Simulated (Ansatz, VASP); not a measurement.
CS3: VASP beside Ansatz

INCAR

```
SYSTEM = CS3
  PREC = Accurate
  ENCUT = 910
  EDIFF = 1E-6
  ISMEAR = 0
  SIGMA = 0.1
  LREAL = .FALSE.
  LASPH = .TRUE.
  NELM = 120
  ALGO = Normal
  ISIF = 2
  LWAVE = .FALSE.
  LCHARG = .TRUE.
  GGA = PE
  IVDW = 12
  LELF = .TRUE.
  LVHAR = .TRUE.
  NBANDS = 32
  GGA_COMPAT = .FALSE.
```

KPOINTS

```
Automatic mesh
0
G
  6 4 2
  0 0 0
```

Contents of POSCAR:

```
CS3
1.0
    3.4670096472      0.0000000000      0.0000000000
    0.0000000000      5.4386257403      0.0000000000
   -1.0409915404      0.0000000000      7.9396028351
C S
2 6
Direct
    0.2644929506      0.2511130508      0.9752790057
    0.2644929506      0.7488869492      0.9752790057
    0.2013600309      0.7486005405      0.1781104796
    0.2013600309      0.2513994595      0.1781104796
    0.7260719241      0.6790949204      0.4968205769
    0.7260719241      0.3209050796      0.4968205769
    0.4011163706      0.5000000000      0.8610263606
    0.2110817211      0.0000000000      0.8384882086
```

Input for Ansatz:

```yaml
crystal:
  lattice:
    - [3.4670096472, 0.0, 0.0]
    - [0.0, 5.4386257403, 0.0]
    - [-1.0409915404, 0.0, 7.9396028351]
  atoms:
    - { symbol: C, position: [0.2644929506, 0.2511130508, 0.9752790057] }
    - { symbol: C, position: [0.2644929506, 0.7488869492, 0.9752790057] }
    - { symbol: S, position: [0.2013600309, 0.7486005405, 0.1781104796] }
    - { symbol: S, position: [0.2013600309, 0.2513994595, 0.1781104796] }
    - { symbol: S, position: [0.7260719241, 0.6790949204, 0.4968205769] }
    - { symbol: S, position: [0.7260719241, 0.3209050796, 0.4968205769] }
    - { symbol: S, position: [0.4011163706, 0.5, 0.8610263606] }
    - { symbol: S, position: [0.2110817211, 0.0, 0.8384882086] }
basis:
  ecutwfc: 420
kpoints:
  mp_grid: { grid: [6, 4, 2] }
hamiltonian:
  xc: pbe
  dispersion: d3bj
scf:
  occupations: { method: gaussian, width: 0.1 }
  lower_state_search: "off"
output:
  forces: true
  stress: true
  eigenvalues: true
```

Change from the starting cell: the structure that the rattled cell fell into.

Alike in both runs: task single point; functional PBE; dispersion D3(BJ); k mesh 6 × 4 × 2; occupations gaussian, width 0.1 eV; no spin polarisation.

|  | VASP | Ansatz |
| --- | --- | --- |
| version | VASP 6.6.1 | Ansatz 0.2.0 |
| potentials or method | VASP PAW PBE potentials, release 64 (C_h, S), cutoff 910 eV | scalar-relativistic, plane waves, PAW |
| valence electrons in the cell | 44 | 44 |

|  | VASP | Ansatz | Ansatz less VASP |
| --- | --- | --- | --- |
| gap on the k mesh at the Fermi level (eV) | none | none | - |
| rms of the force components (eV/Å) | 0.139 | 0.062 | -0.0767 |

Atom by atom the forces differ by 0.087 eV/Å (rms over components). A gap of «none» marks a metal or a gap that the smearing closes.

The k mesh is coarse, so the values compare programs but aren't converged. Noted on VASP's run: the cutoff is under 1.25 times that of the potentials, so the pressure is a little rough.
